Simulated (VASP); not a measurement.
InAs, 6 atoms in the cell. Symmetry: P6_222, No. 180, hexagonal system. Conventional cell: a = 4.349 Å, b = 4.349 Å, c = 9.674 Å, α = 90.00°, β = 90.00°, γ = 120.00°. In (site symmetry 222) has 4 As at 2.71 Å within 3.6 Å. As (site symmetry 222) has 4 In at 2.71 Å within 3.6 Å. 

```yaml
Program: VASP 6.6.1
Task: single point
Functional: PBE
Potentials_or_basis: VASP PAW PBE potentials, release 64 (In_d, As)
Cutoff: 520 eV
k_mesh: 6 × 6 × 2
Occupations: gaussian, width 0.1 eV
Spin: no spin polarisation
Dipole_correction: no
Further_INCAR_settings: ALGO = Normal; EDIFF = 1e-06; NBANDS = 36
```

Potentials or basis: VASP PAW PBE potentials, release 64 (In_d, As).

The run is started by

```bash
$ cat potpaw_PBE.64/In_d/POTCAR potpaw_PBE.64/As/POTCAR > POTCAR
$ mpirun -np 1 vasp_std > vasp.out
```

Hardware: 1 thread of Intel(R) Xeon(R) Platinum 8488C (Sapphire Rapids) (shared host).

Q: Estimate the wall time of this run.

A: It took 74 s on 1 thread of Intel(R) Xeon(R) Platinum 8488C (Sapphire Rapids), with other jobs on the host, peak memory 0.27 GiB. Counts: scf iterations 15, k points 14.
